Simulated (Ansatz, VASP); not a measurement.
# Two plane-wave programs on BN

```
B N
1.0
     0.00000    0.00000    4.33766
     2.50768    3.33948    2.16883
    -2.50768    3.33948    2.16883
B N
4 4
Cartesian
  1.2538 3.3395 4.3381
  -1.2538 3.3395 4.3381
  0.0000 3.3395 2.1693
  2.5077 3.3395 2.1693
  1.3717 3.4574 2.8915
  -1.2538 3.3395 2.8915
  0.0000 3.3395 5.0603
  0.0000 0.0000 2.8915
```

Alike in both runs: task single point; functional PBE; dispersion D3(BJ); k mesh 6 × 6 × 6; occupations gaussian, width 0.05 eV; no spin polarisation.

```csv
,VASP,Ansatz
version,VASP 6.6.1,Ansatz 0.2.0
potentials or method,"VASP PAW PBE potentials, release 64 (B, N), cutoff 520 eV","scalar-relativistic, plane waves, PAW"
valence electrons in the cell,32,32
```

|  | VASP | Ansatz | Ansatz less VASP |
| --- | --- | --- | --- |
| gap on the k mesh at the Fermi level (eV) | 3.62 | 3.62 | +0.008 |
| least direct gap on the mesh (eV) | 3.87 | 3.88 | +0.006 |
| pressure (GPa) | 1.1 | 1.0 | -0.05 |
| traceless stress, the component that is largest in VASP (GPa) | -3.27 | -3.26 | +0.007 |
| rms of the force components (eV/Å) | 1.529 | 1.530 | +0.0011 |

Atom by atom the forces differ by 0.003 eV/Å (rms over components).
